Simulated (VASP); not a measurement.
# Ge (Im-3m) in VASP: notebook

The runs below take Ge through single point, with PBE.

All numbers are computed with VASP 6.6.1; they aren't measurements. Logs are shortened: lines on timing, memory, paths and dates and some standing lists are left out, and cuts for length are marked.

**1. The cell of the first run**

It takes space group Im-3m (No. 229, cubic). The conventional cell has a = 3.377 Å, b = 3.377 Å, c = 3.377 Å, α = 90.00°, β = 90.00°, γ = 90.00°. Ge (site symmetry m-3m) has 14 Ge at 2.92 to 3.38 Å within 3.9 Å.

**2. Single point, PBE**

INCAR

```
  ALGO = Normal
  EDIFF = 1E-6
  ENCUT = 520
  GGA = PE
  ISIF = 2
  ISMEAR = 0
  LASPH = T
  LCHARG = F
  LREAL = F
  LWAVE = F
  NBANDS = 13
  NELM = 80
  PREC = Accurate
  SIGMA = 0.1
```

KPOINTS

```
k-points
0
Gamma
  6 6 6
```

POSCAR

```
Ge
1.0
   -1.6886062640      1.6886062640      1.6886062640
    1.6886062640     -1.6886062640      1.6886062640
    1.6886062640      1.6886062640     -1.6886062640
Ge
1
Direct
    0.0000000000      0.0000000000      0.0000000000
```

Potentials or basis: VASP PAW PBE potentials, release 64 (Ge_d).

Command:

```bash
$ cat potpaw_PBE.64/Ge_d/POTCAR > POTCAR
$ mpirun -np 1 vasp_std > vasp.out
```

OUTCAR:

```text
EDIFF = 1E-6
   ENCUT = 520
   GGA = PE
   ISIF = 2
   ISMEAR = 0
   LASPH = T
   LREAL = F
   NELM = 80
   PREC = Accurate

 ion  position               nearest neighbor table
   1  0.000  0.000  0.000-

  LATTYP: Found a body centered cubic cell.
 ALAT       =     3.3772125280

  Lattice vectors:

 A1 = (  -1.6886062640,   1.6886062640,   1.6886062640)
 A2 = (   1.6886062640,  -1.6886062640,   1.6886062640)
 A3 = (   1.6886062640,   1.6886062640,  -1.6886062640)

Analysis of symmetry for initial positions (statically):
=====================================================================
 Subroutine PRICEL returns:
 Original cell was already a primitive cell.

 Routine SETGRP: Setting up the symmetry group for a
 body centered cubic supercell.

 Subroutine GETGRP returns: Found 48 space group operations
 (whereof 48 operations were pure point group operations)
 out of a pool of 48 trial point group operations.

The static configuration has the point symmetry O_h .

Analysis of symmetry for dynamics (positions and initial velocities):
=====================================================================
 Subroutine PRICEL returns:
 Original cell was already a primitive cell.

 Routine SETGRP: Setting up the symmetry group for a
 body centered cubic supercell.

 Subroutine GETGRP returns: Found 48 space group operations
 (whereof 48 operations were pure point group operations)
 out of a pool of 48 trial point group operations.

The dynamic configuration has the point symmetry O_h .

 Subroutine INISYM returns: Found 48 space group operations
 (whereof 48 operations are pure point group operations),
 and found     1 'primitive' translations

----------------------------------------------------------------------------------------

                                     Primitive cell

  volume of cell :      19.2595

  direct lattice vectors                    reciprocal lattice vectors
    -1.688606264  1.688606264  1.688606264     0.000000000  0.296102182  0.296102182
     1.688606264 -1.688606264  1.688606264     0.296102182  0.000000000  0.296102182
     1.688606264  1.688606264 -1.688606264     0.296102182  0.296102182  0.000000000

  length of vectors
     2.924751843  2.924751843  2.924751843     0.418751722  0.418751722  0.418751722

  position of ions in fractional coordinates (direct lattice)
     0.000000000  0.000000000  0.000000000

  ion indices of the primitive-cell ions
   primitive index   ion index
                 1           1

----------------------------------------------------------------------------------------

 KPOINTS: k-points

Automatic generation of k-mesh.
 Grid dimensions read from file:
 generate k-points for:    6    6    6

 Generating k-lattice:

  Cartesian coordinates                     Fractional coordinates (reciprocal lattice)
     0.000000000  0.049350364  0.049350364     0.166666667  0.000000000  0.000000000
     0.049350364  0.000000000  0.049350364     0.000000000  0.166666667  0.000000000
     0.049350364  0.049350364  0.000000000     0.000000000  0.000000000  0.166666667

  Length of vectors
     0.069791954  0.069791954  0.069791954

  Shift w.r.t. Gamma in fractional coordinates (k-lattice)
     0.000000000  0.000000000  0.000000000

 Subroutine IBZKPT returns following result:
 ===========================================

 Found     16 irreducible k-points:

 Following reciprocal coordinates:
            Coordinates               Weight
  0.000000  0.000000  0.000000      1.000000
  0.166667  0.000000  0.000000     12.000000
  0.333333  0.000000  0.000000     12.000000
  0.500000  0.000000  0.000000      6.000000
  0.166667  0.166667  0.000000     24.000000
  0.333333  0.166667  0.000000     48.000000
[... 8 lines left out ...]
  0.500000  0.500000  0.333333     12.000000
  0.500000  0.500000  0.500000      1.000000
   k-points           NKPTS =     16   k-points in BZ     NKDIM =     16   number of bands    NBANDS=     13
   number of dos      NEDOS =    301   number of ions     NIONS =      1
   total plane-waves  NPLWV =  13824
   dimension x,y,z NGX =    24 NGY =   24 NGZ =   24
   dimension x,y,z NGXF=    48 NGYF=   48 NGZF=   48
   ions per type =               1
   NGX,Y,Z   is equivalent  to a cutoff of  13.64, 13.64, 13.64 a.u.
   NGXF,Y,Z  is equivalent  to a cutoff of  27.28, 27.28, 27.28 a.u.
 SYSTEM =  unknown system
   PREC   = accura    normal or accurate (medium, high low for compatibility)
   ISTART =      0    job   : 0-new  1-cont  2-samecut
   ICHARG =      2    charge: 1-file 2-atom 10-const
   ISPIN  =      1    spin polarized calculation?
   LNONCOLLINEAR =      F non collinear calculations
   LSORBIT =      F    spin-orbit coupling
   LASPH  =      T    aspherical Exc in radial PAW
   ENCUT  =  520.0 eV  38.22 Ry    6.18 a.u.   5.44  5.44  5.44*2*pi/ulx,y,z
   NELM   =     80;   NELMIN=  2; NELMDL= -5     # of ELM steps
   EDIFF  = 0.1E-05   stopping-criterion for ELM
   LREAL  =      F    real-space projection
   EDIFFG = 0.1E-04   stopping-criterion for IOM
   NSW    =      0    number of steps for IOM
   IBRION =     -1    ionic relax: 0-MD 1-quasi-New 2-CG
   NFREE  =      0    steps in history (QN), initial steepest desc. (CG)
   ISIF   =      2    stress and relaxation
   ISYM   =      2    0-nonsym 1-usesym 2-fastsym
   POTIM  = 0.5000    time-step for ionic-motion
   TEBEG  =    0.0;   TEEND  =   0.0 temperature during run
   PSTRESS=    0.0 pullay stress
   NELECT =      14.0000    total number of electrons
   NUPDOWN=      -1.0000    fix difference up-down
   EMIN   =  10.00;   EMAX   =-10.00  energy-range for DOS
   EFERMI =   0.00;   METHOD = LEGACY
   ISMEAR =     0;   SIGMA  =   0.10  broadening in eV -4-tet -1-fermi 0-gaus
   EFERMI_NEDOS =   21; number of points for ismear=-14 and -15
   IALGO  =     38    algorithm
   IMIX   =      4    mixing-type and parameters
     AMIX     =   0.40;   BMIX     =  1.00
     AMIX_MAG =   1.60;   BMIX_MAG =  1.00
  volume/ion in A,a.u.               =      19.26       129.97
  Fermi-wavevector in a.u.,A,eV,Ry     =   1.471982  2.781642 29.480158  2.166731
  Thomas-Fermi vector in A             =   2.587052
   LORBIT       =      0    0 simple, 1 ext, 2 COOP (PROOUT), +10 PAW based schemes
   GGA     = PE    functional components
   LHFCALC =     F    Hartree Fock is set to
   AEXX    =    0.0000 exact exchange contribution
   IVDW    =     0    specifies the selected vdW correction
   LEPSILON=     F    determine dielectric tensor
   LRPA    =     F    only Hartree local field effects (RPA)
 non-spin polarized calculation
 Gauss-broadening in eV      SIGMA  =   0.10
  energy-cutoff  :      520.00
  volume of cell :       19.26
 maximum number of plane-waves:       531
 NGX is ok and might be reduce to    24
   NGX = 11   NGY = 11   NGZ = 11

 number of electron      13.9999994 magnetization

 Free energy of the ion-electron system (eV)
  ---------------------------------------------------
  ext. energy  EPLUGINS =         0.00000000
  ---------------------------------------------------
  free energy    TOTEN  =        -4.21168735 eV

  energy without entropy =       -4.20919066  energy(sigma->0) =       -4.21043900

 E-fermi :   6.8219     XC(G=0): -11.1978

 val. band max:        6.1255810883   @ k =   0.5000   0.5000   0.5000
 cond. band min:       6.8695693049   @ k =   0.5000   0.5000   0.3333
 fundamental gap:      0.7439882166
 Fermi energy:         6.8218756773

 k-point     1 :       0.0000    0.0000    0.0000
  band No.  band energies     occupation
      1     -18.1816      2.00000
      2     -18.1816      2.00000
      3     -18.1816      2.00000
      4     -18.1006      2.00000
      5     -18.1006      2.00000
      6      -6.4226      2.00000
      7      15.5146      0.00000
      8      15.5146      0.00000
      9      15.5146      0.00000
     10      21.3560      0.00000
     11      21.3560      0.00000
     12      21.3560      0.00000
     13      23.4110      0.00000

 k-point     2 :       0.1667    0.0000    0.0000
  band No.  band energies     occupation
      1     -18.1886      2.00000
      2     -18.1730      2.00000
      3     -18.1495      2.00000
      4     -18.1075      2.00000
      5     -18.1014      2.00000
      6      -5.7011      2.00000
      7      11.3570      0.00000
      8      13.6660      0.00000
      9      14.8710      0.00000
     10      18.6437      0.00000
     11      18.8322      0.00000
     12      22.0514      0.00000
     13      23.1506      0.00000

 k-point     3 :       0.3333    0.0000    0.0000
  band No.  band energies     occupation
      1     -18.2026      2.00000
      2     -18.1690      2.00000
      3     -18.1104      2.00000
      4     -18.1028      2.00000
      5     -18.0847      2.00000
      6      -3.5585      2.00000
      7       5.4178      2.00000
      8      11.6005      0.00000
      9      13.6944      0.00000
     10      16.5803      0.00000
     11      16.8555      0.00000
     12      23.4281      0.00000
     13      25.1247      0.00000
[... 177 lines left out ...]
 k-point    15 :       0.5000    0.5000    0.3333
  band No.  band energies     occupation
      1     -18.1819      2.00000
      2     -18.1744      2.00000
      3     -18.1009      2.00000
      4     -18.0832      2.00000
      5     -18.0609      2.00000
      6       1.6947      2.00000
      7       4.1502      2.00000
      8       6.8696      0.50000
      9       8.2158      0.00000
     10      13.0437      0.00000
     11      14.3298      0.00000
     12      25.6797      0.00000
     13      26.6810      0.00000

 k-point    16 :       0.5000    0.5000    0.5000
  band No.  band energies     occupation
      1     -18.1972      2.00000
      2     -18.1972      2.00000
      3     -18.0639      2.00000
      4     -18.0639      2.00000
      5     -18.0639      2.00000
      6       3.8036      2.00000
      7       6.1256      2.00000
      8       6.1256      2.00000
      9       6.1256      2.00000
     10      10.9694      0.00000
     11      10.9694      0.00000
     12      32.6688      0.00000
     13      33.1456      0.00000

------------------------ aborting loop because EDIFF is reached ----------------------------------------

  FORCE on cell =-STRESS in cart. coord.  units (eV):
  Direction    XX          YY          ZZ          XY          YZ          ZX
  --------------------------------------------------------------------------------------
  -------------------------------------------------------------------------------------
  Total       -0.0120087     -0.0120087     -0.0120087     -0.0000000      0.0000000     -0.0000000
  in kB       -0.9989881     -0.9989881     -0.9989881     -0.0000000      0.0000000     -0.0000000
  external PRESSURE =      -0.9989881 kB  Pullay stress =       0.0000000 kB

 VOLUME and BASIS-vectors are now :
 -----------------------------------------------------------------------------
  energy-cutoff  :      520.00
  volume of cell :       19.26
      direct lattice vectors                 reciprocal lattice vectors
    -1.688606264  1.688606264  1.688606264     0.000000000  0.296102182  0.296102182
     1.688606264 -1.688606264  1.688606264     0.296102182  0.000000000  0.296102182
     1.688606264  1.688606264 -1.688606264     0.296102182  0.296102182  0.000000000

 POSITION                                       TOTAL-FORCE (eV/Angst)
 -----------------------------------------------------------------------------------
      0.00000      0.00000      0.00000         0.000000      0.000000     -0.000000
 -----------------------------------------------------------------------------------
    total drift:                               -0.000000      0.000000      0.000000

  FREE ENERGIE OF THE ION-ELECTRON SYSTEM (eV)
  ---------------------------------------------------
  free  energy   TOTEN  =        -4.2116873487 eV

  energy  without entropy=       -4.2091906602  energy(sigma->0) =       -4.21043900
```

Run time: 7.5 s. Hardware: 1 thread of AMD EPYC 7R13, shared host; peak memory 0.1 GiB.

What came out:

```
Free energy            : -4.2117 eV
Pressure               : -0.1 GPa
Band gap on the k mesh : zero (band 7 reaches 15.51 eV, above the bottom of band 8 at 3.62 eV)
```

Caveat: the k points lie up to 0.44 Å⁻¹ apart.

**3. Single point, PBE**

This run uses another cell than the first one, of 25.13 Å³/atom, 1.305 times its volume.

INCAR

```
SYSTEM = Ge
  PREC = Accurate
  ENCUT = 520
  EDIFF = 1E-6
  ISMEAR = 0
  SIGMA = 0.1
  LREAL = .False.
  LASPH = .True.
  NELM = 80
  ALGO = Normal
  ISIF = 2
  LWAVE = .False.
  LCHARG = .True.
  GGA = PE
  LELF = .True.
  LVHAR = .True.
  NBANDS = 13
```

KPOINTS

```
regular mesh
0
Gamma
  8 8 8
  0 0 0
```

POSCAR

```
Ge
1.0
   -1.8452277143      1.8452277143      1.8452277143
    1.8452277143     -1.8452277143      1.8452277143
    1.8452277143      1.8452277143     -1.8452277143
Ge
1
Direct
    0.0000000000      0.0000000000      0.0000000000
```

Potentials or basis: VASP PAW PBE potentials, release 64 (Ge_d).

Command:

```bash
$ cat potpaw_PBE.64/Ge_d/POTCAR > POTCAR
$ mpirun -np 1 vasp_std > vasp.out
```

Run time: 9.8 s. Hardware: 1 thread of AMD EPYC 7R13, shared host; peak memory 0.11 GiB.

It converged, with:

- Free energy: -3.9777 eV
- Pressure: -9.1 GPa
- Band gap on the k mesh: zero (band 7 reaches 10.64 eV, above the bottom of band 8 at 2.19 eV)

Levels at points of the mesh, in eV from the Fermi level:
```tsv
k point	band 5	band 6	band 7	band 8	band 9	band 10
(0.00, 0.00, 0.00)	-24.76	-11.14	6.51	6.51	6.51	12.79
(0.50, 0.00, 0.00)	-24.74	-7.26	-3.90	3.22	5.17	7.81
(0.50, 0.50, 0.50)	-24.74	-4.36	-0.28	-0.28	-0.28	4.55
```
